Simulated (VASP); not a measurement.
Write the native input for VASP 6.6.1 that does the following.

```
Task                   : single point
Functional             : PBE
Potentials or basis    : VASP PAW PBE potentials, release 64 (Ti_sv)
Cutoff                 : 520 eV
k mesh                 : 6 × 6 × 6
Occupations            : gaussian, width 0.1 eV
Spin                   : no spin polarisation
Dipole correction      : no
Further INCAR settings : ALGO = Fast; EDIFF = 1e-06; NBANDS = 58
```

The structure of Ti lies in POSCAR:

```
Ti
1.0
   -3.2550688458      3.2550688458      3.2550688458
    3.2550688458     -3.2550688458      3.2550688458
    3.2550688458      3.2550688458     -3.2550688458
Ti
8
Direct
    0.0000000000      0.0000000000      0.0000000000
    0.0000000000      0.0000000000      0.5000000000
    0.0000000000      0.5000000000      0.0000000000
    0.0000000000      0.5000000000      0.5000000000
    0.5000000000      0.0000000000      0.0000000000
    0.5000000000      0.0000000000      0.5000000000
    0.5000000000      0.5000000000      0.0000000000
    0.5000000000      0.5000000000      0.5000000000
```

This isn't the form of Ti at room conditions, which is hcp.

The input as run:

INCAR

```
SYSTEM = Ti
PREC = Accurate
ENCUT = 520
EDIFF = 1E-6
ISMEAR = 0
SIGMA = 0.1
LREAL = .False.
LASPH = .True.
NELM = 100
ALGO = Fast
ISIF = 2
LWAVE = .False.
LCHARG = .True.
GGA = PE
LELF = .True.
LVHAR = .True.
NBANDS = 58
```

KPOINTS

```
regular mesh
0
Gamma
  6 6 6
  0 0 0
```

Potentials or basis: VASP PAW PBE potentials, release 64 (Ti_sv).

Run with:

```sh
$ cat potpaw_PBE.64/Ti_sv/POTCAR > POTCAR
$ mpirun -np 1 vasp_std > vasp.out
```

It gave:

```yaml
Pressure: -0.4 GPa
Band_gap_on_the_k_mesh: zero (bands 48 and 49 overlap by 1.19 eV)
```

Wall time 7 min on 1 thread of Intel(R) Xeon(R) 6975P-C (Granite Rapids), with other jobs on the host, peak memory 0.31 GiB.
